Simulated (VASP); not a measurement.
A run of VASP 6.6.1 is set up as follows.

Contents of INCAR:

```
SYSTEM = AgCl
PREC     = Accurate       ! precision mode
ENCUT    = 520            ! plane-wave cutoff, eV
EDIFF    = 1E-6           ! SCF threshold, eV
ISMEAR   = 0              ! smearing method
SIGMA    = 0.05           ! smearing width, eV
LREAL    = .FALSE.        ! projectors in reciprocal space
LASPH    = .TRUE.         ! aspherical terms in the spheres
NELM     = 100            ! most SCF steps
ALGO     = Normal         ! electronic algorithm
ISIF     = 2              ! what is computed and relaxed
LWAVE    = .FALSE.        ! write WAVECAR
LCHARG   = .FALSE.        ! write CHGCAR
GGA      = PS             ! functional
NBANDS   = 16             ! bands
```

KPOINTS

```
Automatic mesh
0
G
  8 8 8
  0 0 0
```

POSCAR

```
AgCl
1.0
    0.0000000000      2.7731500000      2.8147472500
    2.7731500000      0.0000000000      2.8147472500
    2.7731500000      2.7731500000      0.0000000000
Ag Cl
1 1
Direct
    0.5000000000      0.5000000000      0.5000000000
    0.0000000000      0.0000000000      0.0000000000
```

Potentials or basis: VASP PAW PBE potentials, release 64 (Ag, Cl).

Launch:

```sh
$ cat potpaw_PBE.64/Ag/POTCAR potpaw_PBE.64/Cl/POTCAR > POTCAR
$ mpirun -np 1 vasp_std > vasp.out
```

**Question.** Estimate the band gap on the k mesh.

**Answer.** 0.69 eV, indirect (least direct gap 2.98 eV).

**Question.** Estimate the pressure.

**Answer.** -3.3 GPa.

Stress tensor (GPa, compression positive):
```
-3.27  0.00  0.00
 0.00 -3.27  0.00
 0.00  0.00 -3.41
```

Caveat: the cell differs from its parent crystal (strain +0.000 along x and y, +0.015 along z); the PAW data sets were made with another functional, which shifts forces and pressure a little. A k mesh can miss the band edges.
